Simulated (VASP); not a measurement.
# Mo2C (P-3m1) in VASP: single point with LDA

Aim: the single point of Mo2C with LDA.

Everything below comes from runs of VASP 6.6.1. Logs are shortened: lines on timing, memory, paths and dates and some standing lists are left out, and cuts for length are marked.

### 1 The cell of the first run

It takes space group P-3m1 (No. 164, trigonal). Conventional cell: a = 3.027 Å, b = 3.027 Å, c = 4.568 Å, α = 90.00°, β = 90.00°, γ = 120.00°. Within 2.8 Å of C (site symmetry -3m) lie 6 Mo at 2.09 Å. Within 2.9 Å of Mo (site symmetry 3m) lie 3 C at 2.09 Å and 6 Mo at 2.88 Å.

### 2 Single point, LDA

Contents of INCAR:

```
PREC     = Accurate       # precision mode
ENCUT    = 1300           # plane-wave cutoff, eV
EDIFF    = 1E-6           # SCF threshold, eV
ISMEAR   = -1             # smearing method
SIGMA    = 0.05           # smearing width, eV
LREAL    = False          # projectors in reciprocal space
LASPH    = True           # aspherical terms in the spheres
NELM     = 120            # most SCF steps
ALGO     = Normal         # electronic algorithm
ISIF     = 2              # what is computed and relaxed
LWAVE    = False          # write WAVECAR
LCHARG   = True           # write CHGCAR
LELF     = True           # ELF
LVHAR    = True         
NBANDS   = 23             # bands
GGA_COMPAT= False
```

Contents of KPOINTS:

```
regular mesh
0
Gamma
  8 8 4
```

Contents of POSCAR:

```
Mo2C
1.0
    3.0273998412      0.0000000000      0.0000000000
   -1.5136999206      2.6218051699      0.0000000000
    0.0000000000      0.0000000000      4.5684615183
C Mo
1 2
Direct
    0.0000000000      0.0000000000      0.0000000000
    0.3333333333      0.6666666667      0.2501303469
    0.6666666667      0.3333333333      0.7498696531
```

Potentials or basis: VASP PAW LDA potentials, release 64 (C_h, Mo_sv).

Launch:

```console
cat potpaw_LDA.64/C_h/POTCAR potpaw_LDA.64/Mo_sv/POTCAR > POTCAR
mpirun -np 1 vasp_std > vasp.out
```

OUTCAR:

```text
PREC = Accurate
   ENCUT = 1300
   EDIFF = 1E-6
   ISMEAR = -1
   LREAL = False
   LASPH = True
   NELM = 120
   ISIF = 2

 ion  position               nearest neighbor table
   1  0.000  0.000  0.000-   2 2.09   3 2.09   3 2.09   2 2.09   3 2.09   2 2.09
   2  0.333  0.667  0.250-   1 2.09   1 2.09   1 2.09   3 2.88   3 2.88   3 2.88   3 2.88   3 2.88
                             3 2.88
   3  0.667  0.333  0.750-   1 2.09   1 2.09   1 2.09   2 2.88   2 2.88   2 2.88   2 2.88   2 2.88
                             2 2.88

  LATTYP: Found a hexagonal cell.
 ALAT       =     3.0273998412
 C/A-ratio  =     1.5090380386

  Lattice vectors:

 A1 = (   3.0273998412,   0.0000000000,   0.0000000000)
 A2 = (  -1.5136999206,   2.6218051699,   0.0000000000)
 A3 = (   0.0000000000,   0.0000000000,   4.5684615183)

Analysis of symmetry for initial positions (statically):
=====================================================================
 Subroutine PRICEL returns:
 Original cell was already a primitive cell.

 Routine SETGRP: Setting up the symmetry group for a
 hexagonal supercell.

 Subroutine GETGRP returns: Found 12 space group operations
 (whereof 12 operations were pure point group operations)
 out of a pool of 24 trial point group operations.

The static configuration has the point symmetry D_3d.

Analysis of symmetry for dynamics (positions and initial velocities):
=====================================================================
 Subroutine PRICEL returns:
 Original cell was already a primitive cell.

 Routine SETGRP: Setting up the symmetry group for a
 hexagonal supercell.

 Subroutine GETGRP returns: Found 12 space group operations
 (whereof 12 operations were pure point group operations)
 out of a pool of 24 trial point group operations.

The dynamic configuration has the point symmetry D_3d.

 Subroutine INISYM returns: Found 12 space group operations
 (whereof 12 operations are pure point group operations),
 and found     1 'primitive' translations

----------------------------------------------------------------------------------------

                                     Primitive cell

  volume of cell :      36.2610

  direct lattice vectors                    reciprocal lattice vectors
[... 84 lines left out ...]
   LNONCOLLINEAR =      F non collinear calculations
   LSORBIT =      F    spin-orbit coupling
   LASPH  =      T    aspherical Exc in radial PAW
   ENCUT  = 1300.0 eV  95.55 Ry    9.77 a.u.   8.90  8.90 13.43*2*pi/ulx,y,z
   NELM   =    120;   NELMIN=  2; NELMDL= -5     # of ELM steps
   EDIFF  = 0.1E-05   stopping-criterion for ELM
   LREAL  =      F    real-space projection
   EDIFFG = 0.1E-04   stopping-criterion for IOM
   NSW    =      0    number of steps for IOM
   IBRION =     -1    ionic relax: 0-MD 1-quasi-New 2-CG
   NFREE  =      0    steps in history (QN), initial steepest desc. (CG)
   ISIF   =      2    stress and relaxation
   ISYM   =      2    0-nonsym 1-usesym 2-fastsym
   POTIM  = 0.5000    time-step for ionic-motion
   TEBEG  =    0.0;   TEEND  =   0.0 temperature during run
   PSTRESS=    0.0 pullay stress
   NELECT =      32.0000    total number of electrons
   NUPDOWN=      -1.0000    fix difference up-down
   EMIN   =  10.00;   EMAX   =-10.00  energy-range for DOS
   EFERMI =   0.00;   METHOD = LEGACY
   ISMEAR =    -1;   SIGMA  =   0.05  broadening in eV -4-tet -1-fermi 0-gaus
   EFERMI_NEDOS =   21; number of points for ismear=-14 and -15
   IALGO  =     38    algorithm
   IMIX   =      4    mixing-type and parameters
     AMIX     =   0.40;   BMIX     =  1.00
     AMIX_MAG =   1.60;   BMIX_MAG =  1.00
  volume/ion in A,a.u.               =      12.09        81.57
  Fermi-wavevector in a.u.,A,eV,Ry     =   1.570284  2.967406 33.549118  2.465791
  Thomas-Fermi vector in A             =   2.672040
   LORBIT       =      0    0 simple, 1 ext, 2 COOP (PROOUT), +10 PAW based schemes
   GGA     = CA    functional components
   LHFCALC =     F    Hartree Fock is set to
   AEXX    =    0.0000 exact exchange contribution
   IVDW    =     0    specifies the selected vdW correction
   LEPSILON=     F    determine dielectric tensor
   LRPA    =     F    only Hartree local field effects (RPA)
 non-spin polarized calculation
  energy-cutoff  :     1300.00
  volume of cell :       36.26
 maximum number of plane-waves:      3879
   NGX = 17   NGY = 17   NGZ = 27

 number of electron      32.0000000 magnetization

 Free energy of the ion-electron system (eV)
  ---------------------------------------------------
  ext. energy  EPLUGINS =         0.00000000
  ---------------------------------------------------
  free energy    TOTEN  =       -34.76220014 eV

  energy without entropy =      -34.75168314  energy(sigma->0) =      -34.75694164

 E-fermi :  12.8180     XC(G=0): -13.6862

 val. band max:       12.8121706092   @ k =   0.0000   0.1250   0.2500
 cond. band min:      12.8585218592   @ k =   0.2500  -0.0000   0.2500
 fundamental gap:      0.0463512500
 Fermi energy:        12.8180473544

 k-point     1 :       0.0000    0.0000    0.0000
  band No.  band energies     occupation
      1     -48.4074      2.00000
      2     -48.2072      2.00000
      3     -23.2444      2.00000
      4     -22.4288      2.00000
      5     -22.4288      2.00000
      6     -22.2572      2.00000
[... 613 lines left out ...]
     22      18.4866      0.00000
     23      20.8612      0.00000

 [... further k-points ...]

------------------------ aborting loop because EDIFF is reached ----------------------------------------

  FORCE on cell =-STRESS in cart. coord.  units (eV):
  Direction    XX          YY          ZZ          XY          YZ          ZX
  --------------------------------------------------------------------------------------
  -------------------------------------------------------------------------------------
  Total        0.3098275      0.3098275      0.3104199     -0.0000000      0.0000000      0.0000000
  in kB       13.6895888     13.6895888     13.7157642     -0.0000000      0.0000000      0.0000000
  external PRESSURE =      13.6983139 kB  Pullay stress =       0.0000000 kB

 VOLUME and BASIS-vectors are now :
 -----------------------------------------------------------------------------
  energy-cutoff  :     1300.00
  volume of cell :       36.26
      direct lattice vectors                 reciprocal lattice vectors
     3.027399841  0.000000000  0.000000000     0.330316460  0.190708297  0.000000000
    -1.513699921  2.621805170  0.000000000     0.000000000  0.381416595  0.000000000
     0.000000000  0.000000000  4.568461518     0.000000000  0.000000000  0.218892070

 POSITION                                       TOTAL-FORCE (eV/Angst)
 -----------------------------------------------------------------------------------
      0.00000      0.00000      0.00000         0.000000      0.000000      0.000000
     -0.00000      1.74787      1.14271         0.000000     -0.000000      0.061262
      1.51370      0.87394      3.42575        -0.000000      0.000000     -0.061262
 -----------------------------------------------------------------------------------
    total drift:                               -0.000000      0.000000      0.000000

  FREE ENERGIE OF THE ION-ELECTRON SYSTEM (eV)
  ---------------------------------------------------
  free  energy   TOTEN  =       -34.7622001423 eV

  energy  without entropy=      -34.7516831401  energy(sigma->0) =      -34.75694164
```

Run time: 53 s. Hardware: 1 thread of Intel Xeon Platinum 8559C (Emerald Rapids), shared host; peak memory 0.27 GiB.

What came out:

```yaml
Free_energy: -34.7622 eV
Pressure: 1.4 GPa
Largest_force: 0.061 eV/Å
Band_gap_on_the_k_mesh: zero (bands 16 and 17 overlap by 2.51 eV)
```

Forces in eV/Å, atoms in the order of the input:
```
C    0.000  0.000  0.000
Mo   0.000  0.000  0.061
Mo   0.000  0.000 -0.061
```

The gap in the log of VASP goes by the Fermi energy; the results here count the filled bands.